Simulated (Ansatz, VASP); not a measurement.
**One calculation of Mo, two programs**

```
Mo
1.0
    -1.58139    1.58139    1.58139
     1.58139   -1.58139    1.58139
     1.58139    1.58139   -1.58139
Mo
1
Direct
  0.00000 0.00000 0.00000
```

Alike in both runs: task relaxation of cell and atoms; functional PBE; k mesh 18 × 18 × 18; occupations fermi-dirac, width 0.05 eV; no spin polarisation.

|  | VASP | Ansatz |
| --- | --- | --- |
| version | VASP 6.6.1 | Ansatz 0.2.0 |
| potentials or method | VASP PAW PBE potentials, release 64 (Mo_sv) | PAW with Ansatz's default frozen-core files, scalar-relativistic |
| plane-wave cutoff (eV) | 600 | 420 |
| valence electrons in the cell | 14 | 14 |

Ansatz gave:

| Quantity | Value |
| --- | --- |
| relaxed volume (Å³/atom) | 15.79 |
| relaxed cell length with the largest relative difference (Å) | 2.737 |

Problem. Which values does VASP return?

Solution. Relaxed volume (Å³/atom): 15.81; relaxed cell length with the largest relative difference (Å): 2.739.
